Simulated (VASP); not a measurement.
# SiC in VASP: notebook, part 2 of 2

VASP 6.6.1.

**6. Single point, PBE (one atom moved)**

File INCAR:

```
PREC = Accurate
ENCUT = 520
EDIFF = 1E-6
ISMEAR = 0
SIGMA = 0.02
LREAL = F
LASPH = T
NELM = 100
ALGO = Normal
ISIF = 2
LWAVE = F
LCHARG = F
GGA = PE
NBANDS = 16
```

File KPOINTS:

```
Automatic mesh
0
Gamma
  12 12 6
```

File POSCAR:

```
SiC
1.0
    3.0759982064      0.0000000000      0.0000000000
   -1.5379991032      2.6638925888      0.0000000000
    0.0000000000      0.0000000000      5.0480000000
Si C
2 2
Direct
    0.3333333333      0.6666666667      0.0000000000
    0.6666666667      0.3333333333      0.5000000000
    0.3442278067      0.6759913670      0.3786113312
    0.6666666667      0.3333333333      0.8850000000
```

Potentials or basis: VASP PAW PBE potentials, release 64 (Si, C).

Launch:

```bash
> cat potpaw_PBE.64/Si/POTCAR potpaw_PBE.64/C/POTCAR > POTCAR
> mpirun -np 1 vasp_std > vasp.out
```

OUTCAR:

```text
PREC = Accurate
   ENCUT = 520
   EDIFF = 1E-6
   ISMEAR = 0
   LREAL = F
   LASPH = T
   NELM = 100
   ISIF = 2
   GGA = PE

 ion  position               nearest neighbor table
   1  0.333  0.667  0.000-   4 1.87   4 1.87   4 1.87   3 1.91   2 3.09   2 3.09   2 3.09   2 3.09
                             2 3.09   2 3.09
   2  0.667  0.333  0.500-   3 1.86   3 1.87   3 1.91   4 1.94   1 3.09   1 3.09   1 3.09   1 3.09
                             1 3.09   1 3.09
   3  0.344  0.676  0.379-   2 1.86   2 1.87   2 1.91   1 1.91
   4  0.667  0.333  0.885-   1 1.87   1 1.87   1 1.87   2 1.94

  LATTYP: Found a hexagonal cell.
 ALAT       =     3.0759982064
 C/A-ratio  =     1.6410932846

  Lattice vectors:

 A1 = (   3.0759982064,   0.0000000000,   0.0000000000)
 A2 = (  -1.5379991032,   2.6638925888,   0.0000000000)
 A3 = (   0.0000000000,   0.0000000000,   5.0480000000)

Analysis of symmetry for initial positions (statically):
=====================================================================
 Subroutine PRICEL returns:
 Original cell was already a primitive cell.

 Routine SETGRP: Setting up the symmetry group for a
 hexagonal supercell.

 Subroutine GETGRP returns: Found  1 space group operations
 (whereof  1 operations were pure point group operations)
 out of a pool of 24 trial point group operations.

The static configuration has the point symmetry C_1 .

Analysis of symmetry for dynamics (positions and initial velocities):
=====================================================================
 Subroutine PRICEL returns:
 Original cell was already a primitive cell.

 Routine SETGRP: Setting up the symmetry group for a
 hexagonal supercell.

 Subroutine GETGRP returns: Found  1 space group operations
 (whereof  1 operations were pure point group operations)
 out of a pool of 24 trial point group operations.

The dynamic configuration has the point symmetry C_1 .
[... 122 lines left out ...]
     AMIX     =   0.40;   BMIX     =  1.00
     AMIX_MAG =   1.60;   BMIX_MAG =  1.00
  volume/ion in A,a.u.               =      10.34        69.78
  Fermi-wavevector in a.u.,A,eV,Ry     =   1.192818  2.254099 19.358564  1.422814
  Thomas-Fermi vector in A             =   2.328847
   LORBIT       =      0    0 simple, 1 ext, 2 COOP (PROOUT), +10 PAW based schemes
   GGA     = PE    functional components
   LHFCALC =     F    Hartree Fock is set to
   AEXX    =    0.0000 exact exchange contribution
   IVDW    =     0    specifies the selected vdW correction
   LEPSILON=     F    determine dielectric tensor
   LRPA    =     F    only Hartree local field effects (RPA)
 non-spin polarized calculation
 Gauss-broadening in eV      SIGMA  =   0.02
  energy-cutoff  :      520.00
  volume of cell :       41.36
 maximum number of plane-waves:      1132
   NGX = 11   NGY = 11   NGZ = 19

 number of electron      16.0000001 magnetization

 Free energy of the ion-electron system (eV)
  ---------------------------------------------------
  ext. energy  EPLUGINS =         0.00000000
  ---------------------------------------------------
  free energy    TOTEN  =       -30.07059935 eV

  energy without entropy =      -30.07059935  energy(sigma->0) =      -30.07059935

 E-fermi :   8.4527     XC(G=0): -11.3493

 val. band max:        8.3349994319   @ k =   0.0000   0.0000   0.0000
 cond. band min:      10.6609990872   @ k =   0.3333   0.3333   0.0000
 fundamental gap:      2.3259996553
 Fermi energy:         8.4526783452

 k-point     1 :       0.0000    0.0000    0.0000
  band No.  band energies     occupation
      1      -7.3140      2.00000
      2      -3.7882      2.00000
      3      -0.3368      2.00000
      4       6.8115      2.00000
      5       6.9480      2.00000
      6       8.1382      2.00000
[... 433 lines left out ...]
      3       0.4112      2.00000
      4       3.7998      2.00000
      5       5.3002      2.00000
      6       6.1263      2.00000
[... 8 lines left out ...]
     15      17.8753      0.00000
     16      18.8849      0.00000

 [... further k-points ...]

------------------------ aborting loop because EDIFF is reached ----------------------------------------

  FORCE on cell =-STRESS in cart. coord.  units (eV):
  Direction    XX          YY          ZZ          XY          YZ          ZX
  --------------------------------------------------------------------------------------
  -------------------------------------------------------------------------------------
  Total        0.9611787      1.4686890      0.3672467     -0.1855149      0.1475607      0.0967618
  in kB       37.2299603     56.8876889     14.2248050     -7.1856707      5.7155650      3.7479373
  external PRESSURE =      36.1141514 kB  Pullay stress =       0.0000000 kB

 VOLUME and BASIS-vectors are now :
 -----------------------------------------------------------------------------
  energy-cutoff  :      520.00
  volume of cell :       41.36
      direct lattice vectors                 reciprocal lattice vectors
     3.075998206  0.000000000  0.000000000     0.325097719  0.187695255  0.000000000
    -1.537999103  2.663892589  0.000000000     0.000000000  0.375390511  0.000000000
     0.000000000  0.000000000  5.048000000     0.000000000  0.000000000  0.198098257

 POSITION                                       TOTAL-FORCE (eV/Angst)
 -----------------------------------------------------------------------------------
     -0.00000      1.77593      0.00000         0.040021      0.052334      0.530507
      1.53800      0.88796      2.52400         0.315147      0.450890      0.490804
      0.01917      1.80077      1.91123        -0.356245     -0.505372     -0.064649
      1.53800      0.88796      4.46748         0.001077      0.002148     -0.956662
 -----------------------------------------------------------------------------------
    total drift:                               -0.000004      0.000019     -0.000111

  FREE ENERGIE OF THE ION-ELECTRON SYSTEM (eV)
  ---------------------------------------------------
  free  energy   TOTEN  =       -30.0705993461 eV

  energy  without entropy=      -30.0705993461  energy(sigma->0) =      -30.07059935
```

OSZICAR:

```text
N       E                     dE             d eps       ncg     rms          rms(c)
DAV:   1     0.252647002571E+02    0.25265E+02   -0.71418E+03 13952   0.896E+02
DAV:   2    -0.312946131119E+02   -0.56559E+02   -0.51550E+02 19760   0.158E+02
DAV:   3    -0.337931085919E+02   -0.24985E+01   -0.24886E+01 18456   0.304E+01
DAV:   4    -0.338114001021E+02   -0.18292E-01   -0.18289E-01 17192   0.321E+00
DAV:   5    -0.338115794041E+02   -0.17930E-03   -0.17930E-03 18480   0.299E-01    0.125E+01
DAV:   6    -0.301589298880E+02    0.36526E+01   -0.65469E+00 17720   0.157E+01    0.564E+00
DAV:   7    -0.300884862240E+02    0.70444E-01   -0.11217E+00 20240   0.618E+00    0.249E+00
DAV:   8    -0.300718024301E+02    0.16684E-01   -0.47157E-02 15960   0.139E+00    0.632E-01
DAV:   9    -0.300702529327E+02    0.15495E-02   -0.76013E-03 18288   0.592E-01    0.123E-01
DAV:  10    -0.300705697499E+02   -0.31682E-03   -0.10143E-03 16832   0.185E-01    0.575E-02
DAV:  11    -0.300705985373E+02   -0.28787E-04   -0.90935E-05 16160   0.681E-02    0.137E-02
DAV:  12    -0.300705993461E+02   -0.80872E-06   -0.62409E-06 19104   0.160E-02
   1 F= -.30070599E+02 E0= -.30070599E+02  d E =-.120313E-19
```

stdout:

```text
POSCAR found type information on POSCAR SiC
 POSCAR found :  2 types and       4 ions
 scaLAPACK will be used
 LDA part: xc-table for (Slater+PW92), standard interpolation
 POSCAR, INCAR and KPOINTS ok, starting setup
 FFT: planning ... GRIDC
 FFT: planning ... GRID_SOFT
 FFT: planning ... GRID
 WAVECAR not read
 entering main loop
```

It took 2.6 min on 1 thread of Intel Xeon Platinum 8259CL at 2.50GHz (Skylake/Cascade Lake), shared host; peak memory 0.34 GiB.

What came out:

```yaml
Free_energy: -30.0706 eV
Pressure: 3.6 GPa
Largest_force: 0.957 eV/Å
Band_gap_on_the_k_mesh: 2.33 eV, indirect (least direct gap 4.01 eV)
```

Forces in eV/Å, atoms in the order of the input:
```
Si   0.040  0.052  0.531
Si   0.315  0.451  0.491
C   -0.356 -0.505 -0.065
C    0.001  0.002 -0.957
```

Caveat: the cell differs from its parent crystal (one atom moved). A k mesh can miss the band edges.

**7. The runs side by side**

| task | cell | cutoff (eV) | gap on the mesh (eV) | pressure (GPa) | largest force (eV/Å) |
| --- | --- | --- | --- | --- | --- |
| relaxation of cell and atoms | relaxed from a = 3.092, b = 3.092, c = 5.074 Å, angles 90.0, 90.0, 120.0°, 4 atoms | 600 | 2.30 | 0.0 | - |
| single point | a = 3.078, b = 3.078, c = 4.975 Å, angles 90.0, 90.0, 120.0°, 4 atoms | 520 | 1.82 | 7.6 | 1.84 |
| single point | a = 3.182, b = 3.182, c = 4.918 Å, angles 90.0, 90.0, 120.0°, 4 atoms | 520 | 1.16 | 12.9 | 9.30 |
| single point | a = 3.084, b = 2.977, c = 5.014 Å, angles 90.0, 90.6, 118.9°, 4 atoms | 520 | 1.78 | 10.2 | 2.58 |
| single point | a = 3.076, b = 3.076, c = 5.048 Å, angles 90.0, 90.0, 120.0°, 4 atoms | 520 | 2.33 | 3.6 | 0.96 |

Alike in all rows: level PBE; potentials or basis VASP PAW PBE potentials, release 64 (Si, C); no spin polarisation; k mesh 12 × 12 × 6; smearing gaussian 0.02 eV.

Caveats: forces of over 1 eV/Å act on the atoms, so gaps and moduli don't describe the material at rest (some runs).

Absolute energies hang on the potentials; compare differences alone.
